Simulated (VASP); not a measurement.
## BP: single point with r2SCAN

The system is BP.

```
B P
1.0
     0.00000    2.17435    2.17435
     2.17435    0.00000    2.17435
     2.17435    2.17435    0.00000
B P
1 1
Direct
  0.00000 0.00000 0.00000
  0.25000 0.25000 0.25000
```

```json
{"Program": "VASP 6.6.1", "Task": "single point", "Functional": "r2SCAN", "Potentials or basis": "VASP PAW PBE potentials, release 64 (B, P)", "Cutoff": "550 eV", "k mesh": "6 × 6 × 6", "Occupations": "gaussian, width 0.01 eV", "Spin": "no spin polarisation"}
```

```yaml
Pressure: 26.7 GPa
Band_gap_on_the_k_mesh: 1.27 eV, indirect (least direct gap 3.87 eV)
```

Levels at points of the mesh, in eV from the valence-band top:
| k point | band 1 | band 2 | band 3 | band 4 | band 5 | band 6 | band 7 | band 8 |
| --- | --- | --- | --- | --- | --- | --- | --- | --- |
| (0.00, 0.00, 0.00) | -17.48 | 0.00 | 0.00 | 0.00 | 3.87 | 3.87 | 3.87 | 10.13 |
| (0.50, 0.00, 0.00) | -13.46 | -10.49 | -2.02 | -2.02 | 4.98 | 5.11 | 5.11 | 11.40 |
| (0.50, 0.50, 0.00) | -11.60 | -9.83 | -4.83 | -4.83 | 1.27 | 1.80 | 14.36 | 14.36 |

Run time: 14 s on 1 thread of Intel Xeon 8259CL, with other jobs on the host, peak memory 0.14 GiB.

Caveat: the PAW data sets were made with another functional, which shifts forces and pressure a little. r2SCAN opens gaps a little over a GGA but as a rule still falls short of measured ones.
